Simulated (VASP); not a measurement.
# B2O: relaxation of cell and atoms with PBE

The system is B2O.

```xyz
6
Lattice="2.8790 0.0000 0.0000 -1.4395 2.4933 0.0000 0.0000 0.0000 7.0520" Properties=species:S:1:pos:R:3 pbc="T T T"
B     0.0000    0.0000    2.6798
B     0.0000    0.0000    4.3722
B     1.4395    0.8311    0.1622
B     0.0000    1.6622    6.8898
O     1.4395    0.8311    2.1579
O     0.0000    1.6622    4.8941
```

```yaml
Program: VASP 6.6.1
Task: relaxation of cell and atoms
Functional: PBE
Potentials_or_basis: VASP PAW PBE potentials, release 64 (B, O)
Cutoff: 600 eV
k_mesh: 12 × 12 × 4
Occupations: gaussian, width 0.1 eV
Spin: no spin polarisation
Dipole_correction: no
Further_INCAR_settings: ALGO = Normal; EDIFF = 1e-06; IBRION = 2; EDIFFG = -0.05; NSW = 100; ISIF = 3
```

```json
{
 "Relaxed volume": "8.82 Å³/atom",
 "Relaxed cell": "a = 2.579 Å, b = 2.579 Å, c = 9.189 Å, α = 90.00°, β = 90.00°, γ = 120.00°",
 "Space group after relaxing (to 0.05 Å)": "P-3m1 (No. 164)",
 "Energy gained by relaxing": "306.8 meV/atom",
 "Ionic steps": "18",
 "Pressure after relaxing": "0.0 GPa",
 "Largest force after relaxing": "0.024 eV/Å",
 "Band gap on the k mesh": "zero (band 12 reaches 7.93 eV, above the bottom of band 13 at 4.07 eV)"
}
```

Forces on the atoms (eV/Å):
```
B    0.000  0.000 -0.011
B    0.000  0.000  0.011
B    0.000  0.000  0.021
B    0.000  0.000 -0.021
O    0.000  0.000  0.024
O    0.000  0.000 -0.024
```

Stress tensor (GPa, compression positive):
```
-0.10  0.00  0.00
 0.00 -0.10  0.00
 0.00  0.00  0.28
```

Step by step:
```
step  energy change (eV)  largest force (eV/Å)  pressure (GPa)  volume (Å³)
   1              0.0000                0.1214          -19.14        50.62
   2             -0.6946                0.7384            8.35        43.51
   3             -0.6968                0.6756            6.50        43.83
   4             -0.9200                0.5702            4.87        44.24
   5             -1.0538                1.5171            3.41        44.77
   6             -1.2717                1.5728            1.93        45.87
   7             -1.6258                0.9075           -0.34        49.00
   8             -1.6405                0.7371           -0.47        49.65
   9             -1.7210                0.6557            5.29        49.45
  10             -1.7210                0.6518            5.26        49.45
  11             -1.7847                0.5167            3.62        50.41
  12             -1.7984                0.6960            2.62        51.12
  13             -1.8310                0.2144           -0.25        52.51
  14             -1.8337                0.2034           -1.09        52.95
  15             -1.8338                0.1976           -1.33        53.08
  16             -1.8406                0.0501            0.48        52.81
  17             -1.8406                0.0495            0.51        52.80
  18             -1.8411                0.0243            0.03        52.93
```

Final structure:
```
B O
1.0
     2.57891    0.00000    0.00000
    -1.28945    2.23340    0.00000
     0.00000    0.00000    9.18921
B O
4 2
Direct
  0.00000 0.00000 0.40552
  0.00000 0.00000 0.59448
  0.66667 0.33333 0.02601
  0.33333 0.66667 0.97399
  0.66667 0.33333 0.34609
  0.33333 0.66667 0.65391
```

Levels at points of the mesh, in eV from the Fermi level:
```tsv
k point	band 8	band 9	band 10	band 11	band 12	band 13	band 14	band 15	band 16
(0.00, 0.00, 0.00)	-5.77	-5.77	-3.93	-2.06	3.35	3.35	3.90	4.19	5.52
(0.50, 0.00, 0.00)	-7.17	-6.42	-6.33	-3.34	-0.27	1.06	2.09	3.65	4.57
(0.00, 0.00, 0.50)	-5.77	-5.77	-4.59	-1.54	3.35	3.35	3.48	4.57	5.38
(0.50, 0.00, 0.50)	-7.14	-6.42	-6.40	-3.29	-0.27	0.93	2.43	3.31	4.65
```

Wall time 17 min on 1 thread of Oxide Virtual Turin-like Processor, on a shared host, peak memory 0.18 GiB.

Caveat: this functional lacks dispersion, which binds the layers, so the pressure and a relaxed spacing across them are unreliable; the relaxation stopped at a loose force limit of 0.05 eV/Å, so its end isn't a converged minimum. Zero-point motion and thermal expansion aren't in these numbers.
